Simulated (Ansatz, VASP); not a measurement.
One calculation of SnO, two programs

File INCAR:

```
ALGO = Fast
EDIFF = 1E-6
ENCUT = 520
GGA = PE
ISIF = 2
ISMEAR = 0
IVDW = 12
LASPH = T
LCHARG = F
LREAL = F
LWAVE = F
NBANDS = 50
NELM = 80
PREC = Accurate
SIGMA = 0.15
```

File KPOINTS:

```
k-points
0
Gamma
  10 10 4
```

The input POSCAR:

```
SnO
1.0
    2.5439140757     -2.9962727935      0.1024539842
    2.3689968286      2.8213550601      0.0078212109
    0.1934710566     -0.1660278497      9.7274580970
Sn O
4 4
Direct
    0.9968917166      0.0010089822      0.0000924003
   -0.0040968400      1.0019280886      0.4998500663
    0.5000133630      0.4989507196      0.2564391820
    0.5048053019      0.4973644223      0.7586424189
    0.0001308026      0.5013542244      0.3791137788
    1.0022029307      0.5008577795      0.8792318361
    0.4976381401      0.9974918877      0.3764848522
    0.5024145850      0.0010438957      0.8781454652
```

Input for Ansatz:

```yaml
crystal:
  lattice:
    - [2.5439140757, -2.9962727935, 0.1024539842]
    - [2.3689968286, 2.8213550601, 0.0078212109]
    - [0.1934710566, -0.1660278497, 9.727458097]
  atoms:
    - { symbol: Sn, position: [0.9968917166, 0.0010089822, 9.24003e-05] }
    - { symbol: Sn, position: [-0.00409684, 1.0019280886, 0.4998500663] }
    - { symbol: Sn, position: [0.500013363, 0.4989507196, 0.256439182] }
    - { symbol: Sn, position: [0.5048053019, 0.4973644223, 0.7586424189] }
    - { symbol: O, position: [0.0001308026, 0.5013542244, 0.3791137788] }
    - { symbol: O, position: [1.0022029307, 0.5008577795, 0.8792318361] }
    - { symbol: O, position: [0.4976381401, 0.9974918877, 0.3764848522] }
    - { symbol: O, position: [0.502414585, 0.0010438957, 0.8781454652] }
basis:
  ecutwfc: 420
kpoints:
  mp_grid: { grid: [10, 10, 4] }
hamiltonian:
  xc: pbe
  dispersion: d3bj
scf:
  occupations: { method: gaussian, width: 0.15 }
output:
  forces: true
  stress: true
  eigenvalues: true
```

Change from the starting cell: cell sheared at random, sigma 0.06, atoms nudged by 0.01 Å.

Alike in both runs: task single point; functional PBE; dispersion D3(BJ); k mesh 10 × 10 × 4; occupations gaussian, width 0.15 eV; no spin polarisation.

|  | VASP | Ansatz |
| --- | --- | --- |
| version | VASP 6.6.1 | Ansatz 0.2.0 |
| potentials or method | VASP PAW PBE potentials, release 64 (Sn_d, O), cutoff 520 eV | scalar-relativistic, plane waves, PAW |
| valence electrons in the cell | 80 | 80 |

Ansatz gave:

```
gap on the k mesh at the Fermi level (eV)                     : none
pressure (GPa)                                                : 3.1
traceless stress, the component that is largest in VASP (GPa) : 15.35
rms of the force components (eV/Å)                            : 0.208
```

**Question.** What did VASP give for the same quantities?

**Answer.** gap on the k mesh at the Fermi level (eV): none; pressure (GPa): 3.3; traceless stress, the component that is largest in VASP (GPa): 15.29; rms of the force components (eV/Å): 0.228.

Atom by atom the forces differ by 0.035 eV/Å (rms over components). A gap of «none» marks a metal or a gap that the smearing closes.
